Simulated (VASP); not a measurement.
Write the native input for VASP 6.6.1 that does the following.

- Task: electric field gradients
- Functional: LDA
- Potentials or basis: VASP PAW LDA potentials, release 64 (Hg, Te)
- Cutoff: 520 eV
- k mesh: 10 × 10 × 10
- Occupations: fermi-dirac, width 0.08 eV
- Spin: no spin polarisation
- Dipole correction: no
- Further INCAR settings: ALGO = Normal; EDIFF = 1e-08; NBANDS = 16

The structure of HgTe lies in POSCAR:

```
HgTe
1.0
    0.0000000000      2.9215000000      3.0091450000
    2.9215000000      0.0000000000      3.0091450000
    2.9215000000      2.9215000000      0.0000000000
Hg Te
1 1
Direct
    0.0000000000      0.0000000000      0.0000000000
    0.5000000000      0.5000000000      0.5000000000
```

This cell differs from its parent crystal: zz strain of +3 %.

These files were run (other wordings do the same):

INCAR

```
SYSTEM = HgTe
PREC = Accurate
ENCUT = 520
EDIFF = 1E-8
ISMEAR = -1
SIGMA = 0.08
LREAL = .False.
LASPH = .True.
NELM = 60
ALGO = Normal
ISIF = 2
LWAVE = .False.
LCHARG = .False.
GGA = CA
LEFG = .True.
NBANDS = 16
```

KPOINTS

```
regular mesh
0
Gamma
  10 10 10
  0 0 0
```

Potentials or basis: VASP PAW LDA potentials, release 64 (Hg, Te).

The run is started by

```sh
$ cat potpaw_LDA.64/Hg/POTCAR potpaw_LDA.64/Te/POTCAR > POTCAR
$ mpirun -np 1 vasp_std > vasp.out
```

It gave:

* Pressure: 2.1 GPa
* Band gap on the k mesh: zero (band 9 reaches 5.91 eV, above the bottom of band 10 at 2.79 eV)

Caveat: the cell differs from its parent crystal (zz strain of +3 %); without QUAD_EFG the Cq values of the log hold for a quadrupole moment of 1 mb, not for the nuclei; spin-orbit coupling is left out, which moves the levels of the heavy elements.

It took 98 s on 1 thread of Intel(R) Xeon(R) Platinum 8488C (Sapphire Rapids), on a shared host, peak memory 0.22 GiB.
